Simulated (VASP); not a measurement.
Set up this calculation in VASP 6.6.1, as the native input.

| Property | Result |
| --- | --- |
| Task | relaxation of the atoms |
| Functional | PBE |
| Dispersion | D3(BJ) |
| Potentials or basis | VASP PAW PBE potentials, release 64 (C) |
| Cutoff | 520 eV |
| k mesh | 15 × 15 × 1 |
| Occupations | gaussian, width 0.1 eV |
| Spin | no spin polarisation |
| Dipole correction | yes |
| Atoms held fixed (from 0) | [1] |
| Further INCAR settings | ALGO = Normal; EDIFF = 1e-06; IBRION = 2; EDIFFG = -0.003; NSW = 40 |
| Atoms held along some axes (from 0) | atom 0 along a and b; atom 2 along a and b; atom 3 along a and b |

The structure of C lies in POSCAR:

```
C
1.0
    2.4656524409      0.0000000000      0.0000000000
   -1.2328262205      2.1353176508      0.0000000000
    0.0000000000      0.0000000000     17.5000663883
C
4
Selective dynamics
Direct
    0.6666666667      0.3333333333      0.2571677155  F F T
    0.3333333333      0.6666666667      0.2571418816  F F F
    0.6666666667      0.6666666667      0.4510311737  F F T
    1.0000000000      0.3333333333      0.4510643058  F F T
```

This cell differs from its parent crystal: layers slid over each other.

The input as run:

INCAR

```
SYSTEM = C
PREC = Accurate
ENCUT = 520
EDIFF = 1E-6
ISMEAR = 0
SIGMA = 0.1
LREAL = .False.
LASPH = .True.
NELM = 80
ALGO = Normal
ISIF = 2
LWAVE = .False.
LCHARG = .False.
LDIPOL = .True.
IDIPOL = 3
DIPOL = 0.5 0.5 0.354
GGA = PE
IVDW = 12
IBRION = 2
NSW = 40
EDIFFG = -0.003
```

KPOINTS

```
regular mesh
0
Gamma
  15 15 1
  0 0 0
```

Potentials or basis: VASP PAW PBE potentials, release 64 (C).

Command:

```bash
$ cat potpaw_PBE.64/C/POTCAR > POTCAR
$ mpirun -np 1 vasp_std > vasp.out
```

Results of the run:

```yaml
Energy_gained_by_relaxing: 0.2 meV/atom
Ionic_steps: 25
Dispersion_energy_per_atom: -0.117 eV
```

Caveat: the cell differs from its parent crystal (layers slid over each other).

Run time: 10 min on 1 thread of Intel(R) Xeon(R) Platinum 8488C (Sapphire Rapids), with other jobs on the host, peak memory 0.26 GiB.
